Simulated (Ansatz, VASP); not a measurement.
**One calculation of Pt, two programs**

The input INCAR:

```
  ALGO = Fast
  EDIFF = 1E-7
  ENCUT = 520
  GGA = PS
  ISIF = 2
  ISMEAR = 0
  LASPH = T
  LCHARG = F
  LREAL = F
  LWAVE = F
  NBANDS = 11
  NELM = 60
  PREC = Accurate
  SIGMA = 0.15
```

File KPOINTS:

```
k-points
0
Gamma
  20 20 20
```

The input POSCAR:

```
Pt
1.0
    0.0513948750      1.9579000000      1.9579000000
    1.9579000000      0.0513948750      1.9579000000
    2.0092948750      2.0092948750      0.0000000000
Pt
1
Direct
    0.0000000000      0.0000000000      0.0000000000
```

Input for Ansatz:

```yaml
crystal:
  lattice:
    - [0.051394875, 1.9579, 1.9579]
    - [1.9579, 0.051394875, 1.9579]
    - [2.009294875, 2.009294875, 0.0]
  atoms:
    - { symbol: Pt, position: [0.0, 0.0, 0.0] }
basis:
  ecutwfc: 420
kpoints:
  mp_grid: { grid: [20, 20, 20] }
hamiltonian:
  xc: pbesol
scf:
  occupations: { method: gaussian, width: 0.15 }
output:
  forces: true
  stress: true
  eigenvalues: true
  write_density: true
  write_potential: true
  elf: true
  volumetric_format: npy
```

Change from the starting cell: strain +0.0525 x Voigt [0, 0, 0, 0, 0, 1], atoms carried along.

Alike in both runs: task single point; functional PBEsol; k mesh 20 × 20 × 20; occupations gaussian, width 0.15 eV; no spin polarisation.

|  | VASP | Ansatz |
| --- | --- | --- |
| version | VASP 6.6.1 | Ansatz 0.2.0 |
| potentials or method | VASP PAW PBE potentials, release 64 (Pt), cutoff 520 eV | scalar-relativistic, plane waves, PAW |
| valence electrons in the cell | 10 | 18 |

|  | VASP | Ansatz | Ansatz less VASP |
| --- | --- | --- | --- |
| gap on the k mesh at the Fermi level (eV) | none | none | - |
| pressure (GPa) | 1.0 | 1.4 | +0.39 |
| traceless stress, the component that is largest in VASP (GPa) | -4.56 | -4.52 | +0.037 |

VASP's potentials were made for PBE, not for PBEsol. A gap of «none» marks a metal or a gap that the smearing closes. VASP's potentials hold 10 valence electrons a cell and Ansatz's 18, so a difference there can come from the potentials and not from the codes.

Neither program's run includes spin-orbit coupling.
